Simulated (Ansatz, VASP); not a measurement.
**WS2: VASP beside Ansatz**

INCAR

```
SYSTEM = WS2
  ALGO = Normal
  EDIFF = 1E-6
  ENCUT = 520
  ISIF = 2
  ISMEAR = -1
  LASPH = .TRUE.
  LCHARG = .TRUE.
  LELF = .TRUE.
  LREAL = .FALSE.
  LVHAR = .TRUE.
  LWAVE = .FALSE.
  NBANDS = 20
  NELM = 80
  PREC = Accurate
  SIGMA = 0.08
```

Contents of KPOINTS:

```
k-points
0
G
  13 13 13
  0 0 0
```

File POSCAR:

```
WS2
1.0
    1.5576599252      0.8993153771      6.0800315456
   -1.5576599252      0.8993153771      6.0800315456
    0.0000000000     -1.7986307542      6.0800315456
W S
1 2
Direct
    0.0000000000      0.0000000000      0.0000000000
    0.7503000000      0.7503000000      0.7503000000
    0.5810000000      0.5810000000      0.5810000000
```

Input for Ansatz:

```yaml
crystal:
  lattice:
    - [1.5576599252, 0.8993153771, 6.0800315456]
    - [-1.5576599252, 0.8993153771, 6.0800315456]
    - [0.0, -1.7986307542, 6.0800315456]
  atoms:
    - { symbol: W, position: [0.0, 0.0, 0.0] }
    - { symbol: S, position: [0.7503, 0.7503, 0.7503] }
    - { symbol: S, position: [0.581, 0.581, 0.581] }
kpoints:
  mp_grid: { grid: [13, 13, 13] }
  band_path:
    path:
      - [0.0, 0.0, 0.0]
      - [0.5, 0.5, 0.5]
      - [0.8187478403, 0.1812521597, 0.5]
      - [0.5, -0.1812521597, 0.1812521597]
      - [0.5, 0.0, 0.0]
      - [0.0, 0.0, 0.0]
      - [0.3406260799, -0.3406260799, 0.0]
      - [0.6593739201, 0.0, 0.3406260799]
      - [0.5, 0.0, 0.5]
    npoints: 5
scf:
  occupations: { method: fermi_dirac, width: 0.08 }
hamiltonian:
  xc: lda
  pseudopotentials: { kind: all_electron, lapw: { basis_error: 0.0005 } }
output:
  forces: true
  stress: true
  eigenvalues: true
```

Change from the starting cell: volume scaled by 0.96.

Alike in both runs: task single point; functional LDA; k mesh 13 × 13 × 13; occupations fermi-dirac, width 0.08 eV; no spin polarisation.

|  | VASP | Ansatz |
| --- | --- | --- |
| version | VASP 6.6.1 | Ansatz 0.2.0 |
| potentials or method | VASP PAW LDA potentials, release 64 (W_sv, S), cutoff 520 eV | all-electron LAPW, scalar-relativistic |

Ansatz gave:

- pressure (GPa): 3.6
- traceless stress, the component that is largest in VASP (GPa): 0.74
- rms of the force components (eV/Å): 0.346

Question: Estimate VASP's values.

Answer: Pressure (GPa): 4.0; traceless stress, the component that is largest in VASP (GPa): 0.77; rms of the force components (eV/Å): 0.363.

LDA's correlation is that of Perdew and Zunger in VASP and of Perdew and Wang (1992) in Ansatz. Atom by atom the forces differ by 0.024 eV/Å (rms over components). Ansatz ran all-electron here, and VASP with PAW potentials.

Spin-orbit coupling is off throughout.
